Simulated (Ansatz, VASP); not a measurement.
# One calculation of SrMgP, two programs

```
CELL_PARAMETERS angstrom
4.48682 0.00000 0.00000
-2.24341 3.88570 0.00000
0.00000 0.00000 7.84095
ATOMIC_POSITIONS crystal
Sr 0.00000 0.00000 0.50000
Sr 0.00000 0.00000 0.00000
Mg 0.33333 0.66667 0.25000
Mg 0.66667 0.33333 0.75000
P 0.33333 0.66667 0.75000
P 0.66667 0.33333 0.25000
```

Change from the starting cell: species swapped into the PrCuPb type (P6_3/mmc, No. 194).

Alike in both runs: task relaxation of cell and atoms; functional PBE; k mesh 12 × 12 × 6; occupations gaussian, width 0.1 eV; no spin polarisation.

|  | VASP | Ansatz |
| --- | --- | --- |
| version | VASP 6.6.1 | Ansatz 0.2.0 |
| potentials or method | VASP PAW PBE potentials, release 64 (Sr_sv, Mg, P), cutoff 600 eV | scalar-relativistic, plane waves, PAW |
| valence electrons in the cell | 34 | 50 |

```tsv
	VASP	Ansatz	Ansatz less VASP
gap on the k mesh at the Fermi level, each at its own relaxed structure (eV)	none	none	-
relaxed volume (Å³/atom)	25.71	25.67	-0.040
relaxed length of the cell vector where the two differ most in proportion (Å)	9.475	9.457	-0.0173
```

A gap of «none» marks a metal or a gap that the smearing closes. VASP's potentials hold 34 valence electrons a cell and Ansatz's 50, so a difference there can come from the potentials and not from the codes.
